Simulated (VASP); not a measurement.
Input of a VASP 6.6.1 run:

The input INCAR:

```
SYSTEM = Pd
  ALGO = Normal
  EDIFF = 1E-7
  ENCUT = 520
  GGA = PE
  ISIF = 2
  ISMEAR = -1
  LASPH = .True.
  LCHARG = .False.
  LREAL = .False.
  LWAVE = .False.
  NBANDS = 11
  NELM = 60
  PREC = Accurate
  SIGMA = 0.05
```

File KPOINTS:

```
k-points
0
Gamma
  18 18 18
  0 0 0
```

File POSCAR:

```
Pd
1.0
    0.0194490000      1.9546245000      1.9546245000
    1.9546245000      0.0194490000      1.9546245000
    1.9546245000      1.9546245000      0.0194490000
Pd
1
Direct
    0.0000000000      0.0000000000      0.0000000000
```

Potentials or basis: VASP PAW PBE potentials, release 64 (Pd).

Run with:

```console
$ cat potpaw_PBE.64/Pd/POTCAR > POTCAR
$ mpirun -np 1 vasp_std > vasp.out
```

(1) Predict the band gap on the k mesh.

(2) Predict the pressure.

## Answers

(1) zero (band 5 reaches 10.12 eV, above the bottom of band 6 at 8.52 eV).

(2) 7.3 GPa.

Caveat: the cell differs from its parent crystal (equal xy, yz and zx shear strains of +1 %).
